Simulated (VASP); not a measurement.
Input of a VASP 6.6.1 run:

Contents of INCAR:

```
PREC = Accurate
ENCUT = 520
EDIFF = 1E-7
ISMEAR = -1
SIGMA = 0.02
LREAL = Auto
LASPH = True
NELM = 80
ALGO = Normal
ISIF = 2
LWAVE = False
LCHARG = False
GGA = PE
NBANDS = 53
```

Contents of KPOINTS:

```
Automatic mesh
0
Gamma
  2 2 2
```

POSCAR

```
Si16Ge
1.0
    0.0000000000      5.4300000000      5.4300000000
    5.4300000000      0.0000000000      5.4300000000
    5.4300000000      5.4300000000      0.0000000000
Si Ge
16 1
Direct
    0.0123756906     -0.0088581952      0.0115653775
    0.1068968692      0.1542449355      0.1258471455
   -0.0195948435      0.0801104972      0.4955616943
    0.1266114180      0.1610313076      0.6463351750
    0.0129373849      0.5206169429     -0.0045948435
    0.0896961326      0.6138213628      0.1792541436
   -0.0135174954      0.5030570902      0.5551933702
    0.1208563536      0.6960313076      0.6190147330
    0.4833241252      0.0298987109     -0.0324585635
    0.5888121547      0.1101381215      0.1803775322
    0.4729189687      0.0034714549      0.5286648250
    0.5993093923      0.1525138122      0.6159023941
    0.4472559853      0.4790976059      0.0419521179
    0.6251565378      0.6488213628      0.1092081031
    0.4682688766      0.5473112339      0.5020626151
    0.5812430939      0.6532136280      0.6632688766
    0.7280847145      0.2592081031      0.7834990792
```

Potentials or basis: VASP PAW PBE potentials, release 64 (Si, Ge_d).

Run with:

```sh
$ cat potpaw_PBE.64/Si/POTCAR potpaw_PBE.64/Ge_d/POTCAR > POTCAR
$ mpirun -np 1 vasp_std > vasp.out
```

Q: Predict the largest force.

A: 3.749 eV/Å.

Q: Predict the pressure.

A: 7.2 GPa.

Q: Estimate the band gap on the k mesh.

A: Zero (bands 39 and 40 overlap by 0.32 eV).

Forces on the atoms (eV/Å):
```
Si   1.102  0.099 -1.090
Si  -0.525  0.228  0.289
Si  -1.237  0.173 -0.693
Si  -1.101  0.683 -1.415
Si   0.169 -1.519 -0.614
Si   0.981 -0.098  0.323
Si   2.421 -1.937  2.109
Si   0.757 -0.961 -1.638
Si   1.189  1.793 -1.770
Si  -2.145 -0.745  0.968
Si   0.509  0.643  0.481
Si  -0.292 -1.165  1.644
Si   0.913  1.164  2.038
Si  -0.007 -0.097 -1.036
Si  -1.915  0.725  1.217
Si  -1.010  0.919 -0.547
Ge   0.191  0.093 -0.268
```

Caveat: the k points lie up to 0.50 Å⁻¹ apart.
